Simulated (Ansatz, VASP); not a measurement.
**One calculation of Ba2Be, two programs**

```
Ba Be
1.0
    -4.01143    3.98687    3.79786
     4.01201   -3.98993    3.80179
     8.03548    7.98840   -0.00276
Ba Be
8 4
Direct
  0.24730 0.74781 0.44815
  0.75287 0.25256 0.94858
  0.55081 0.44875 0.24951
  0.05110 0.94888 0.74953
  0.94863 0.05105 0.25059
  0.44889 0.55082 0.75045
  0.25295 0.75271 0.05141
  0.74753 0.24757 0.55178
  0.24991 0.24934 0.99992
  0.74583 0.74636 0.50007
  0.75370 0.75327 0.00001
  0.25050 0.25088 0.50000
```

Change from the starting cell: cell x2, atoms moved at random (sigma 0.15 Å) and cell strained at random (1.5 %), then relaxed without symmetry.

Alike in both runs: functional PBE; k mesh 4 × 4 × 2; occupations gaussian, width 0.2 eV; no spin polarisation.

Ansatz relaxed the structure, and its values are those at the end. VASP's run is a single point on that final structure, the one shown.

|  | VASP | Ansatz |
| --- | --- | --- |
| version | VASP 6.6.1 | Ansatz 0.2.0 |
| potentials or method | VASP PAW PBE potentials, release 64 (Ba_sv, Be), cutoff 520 eV | scalar-relativistic, plane waves, PAW |
| valence electrons in the cell | 88 | 88 |

|  | VASP | Ansatz | Ansatz less VASP |
| --- | --- | --- | --- |
| gap on the k mesh at the Fermi level (eV) | none | none | - |
| pressure (GPa) | 0.2 | 0.0 | -0.21 |
| rms of the force components (eV/Å) | 0.007 | 0.002 | -0.0050 |

A gap of «none» marks a metal or a gap that the smearing closes. The functional is the same, so the differences come from potentials, cutoffs and numerics.

Spin-orbit coupling is off throughout.
